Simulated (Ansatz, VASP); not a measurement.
Pb in VASP and in Ansatz

The input INCAR:

```
SYSTEM = Pb
AGGAC = 1.0
AGGAX = 1.0
ALDAC = 0.0
ALDAX = 1.0
ALGO = Normal
EDIFF = 1E-6
ENCUT = 520
GGA = B5
ISIF = 2
ISMEAR = -1
LASPH = .TRUE.
LCHARG = .TRUE.
LELF = .TRUE.
LREAL = .FALSE.
LVHAR = .TRUE.
LWAVE = .FALSE.
NBANDS = 13
NELM = 80
PREC = Accurate
SIGMA = 0.05
```

The input KPOINTS:

```
k-points
0
G
  9 9 9
  0 0 0
```

The input POSCAR:

```
Pb
1.0
    0.0000000000      2.4750200000      2.4750200000
    2.4750200000      0.0000000000      2.4750200000
    2.4750200000      2.4750200000      0.0000000000
Pb
1
Direct
    0.0000000000      0.0000000000      0.0000000000
```

Contents of input.yaml:

```yaml
crystal:
  lattice:
    - [0.0, 2.47502, 2.47502]
    - [2.47502, 0.0, 2.47502]
    - [2.47502, 2.47502, 0.0]
  atoms:
    - { symbol: Pb, position: [0.0, 0.0, 0.0] }
kpoints:
  mp_grid: { grid: [9, 9, 9] }
  band_path:
    path:
      - [0.0, 0.0, 0.0]
      - [0.5, 0.0, 0.5]
      - [0.5, 0.25, 0.75]
      - [0.375, 0.375, 0.75]
      - [0.0, 0.0, 0.0]
      - [0.5, 0.5, 0.5]
      - [0.625, 0.25, 0.625]
      - [0.5, 0.25, 0.75]
    npoints: 8
scf:
  occupations: { method: fermi_dirac, width: 0.05 }
hamiltonian:
  xc: blyp
  pseudopotentials: { kind: all_electron, lapw: { basis_error: 0.001 } }
output:
  forces: true
  stress: true
  eigenvalues: true
```

Alike in both runs: functional BLYP; k mesh 9 × 9 × 9; occupations fermi-dirac, width 0.05 eV; no spin polarisation.

```csv
,VASP,Ansatz
version,VASP 6.6.1,Ansatz 0.2.0
potentials or method,"VASP PAW PBE potentials, release 64 (Pb_d), cutoff 520 eV","all-electron LAPW, scalar-relativistic"
task,single point,band structure
```

Ansatz gave:

* gap on the k mesh at the Fermi level (eV): none
* pressure (GPa): 5.9

**Question.** Estimate VASP's values.

**Answer.** gap on the k mesh at the Fermi level (eV): none; pressure (GPa): 6.0.

VASP's potentials were made for PBE, not for BLYP. A gap of «none» marks a metal or a gap that the smearing closes. Ansatz ran all-electron here, and VASP with PAW potentials.

Neither program's run includes spin-orbit coupling.
